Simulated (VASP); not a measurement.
Crystal: Mo.

```
CELL_PARAMETERS angstrom
0.00000 2.72500 2.72500
2.72500 0.00000 2.72500
2.72500 2.72500 0.00000
ATOMIC_POSITIONS crystal
Mo 0.00000 0.00000 0.00000
Mo 0.25000 0.25000 0.25000
```

This isn't the form of Mo at room conditions, which is bcc.

- Program: VASP 6.6.1
- Task: relaxation of cell and atoms
- Functional: PBE
- Dispersion: D3(BJ)
- Potentials or basis: VASP PAW PBE potentials, release 64 (Mo_sv)
- Cutoff: 500 eV
- k mesh: 8 × 8 × 8
- Occupations: gaussian, width 0.1 eV
- Spin: no spin polarisation

At the start: pressure 12.0 GPa; volume 20.23 Å³/atom.

**Question.** Where does the relaxation end?

**Answer.** Over 4 steps the energy falls by 59.9 meV/atom and the volume is 21.99 Å³/atom (+8.7 %); space group Fd-3m (No. 227, to 0.1 Å) before and after.

Step by step:
| step | energy change (eV) | largest force (eV/Å) | pressure (GPa) | volume (Å³) |
| --- | --- | --- | --- | --- |
| 1 | 0.0000 | 0.0000 | 11.97 | 40.47 |
| 2 | 0.1271 | 0.0000 | -11.94 | 49.98 |
| 3 | -0.1197 | 0.0000 | -0.39 | 44.11 |
| 4 | -0.1199 | 0.0000 | -0.05 | 43.98 |

Final structure:
```
Mo
1.0
     0.00000    2.80155    2.80155
     2.80155    0.00000    2.80155
     2.80155    2.80155    0.00000
Mo
2
Cartesian
  0.0000 0.0000 0.0000
  1.4008 1.4008 1.4008
```
